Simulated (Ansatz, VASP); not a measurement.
## One calculation of W, two programs

```
W
1.0
    -1.59177    1.59177    1.59177
     1.59177   -1.59177    1.59177
     1.59177    1.59177   -1.59177
W
1
Direct
  0.00000 0.00000 0.00000
```

Alike in both runs: functional PBE; k mesh 19 × 19 × 19; occupations fermi-dirac, width 0.1 eV; no spin polarisation.

Ansatz relaxed the structure, and its values are those at the end. VASP's run is a single point on that final structure, the one shown.

|  | VASP | Ansatz |
| --- | --- | --- |
| version | VASP 6.6.1 | Ansatz 0.2.0 |
| potentials or method | VASP PAW PBE potentials, release 64 (W_sv) | PAW with Ansatz's default frozen-core files, scalar-relativistic |
| plane-wave cutoff (eV) | 500 | 420 |
| valence electrons in the cell | 14 | 14 |

VASP gave:

| Property | Result |
| --- | --- |
| pressure (GPa) | 0.5 |

**Question.** Estimate Ansatz's values.

**Answer.** Pressure (GPa): 0.0.

The functional is the same, so the differences come from potentials, cutoffs and numerics.

Spin-orbit coupling is off throughout.
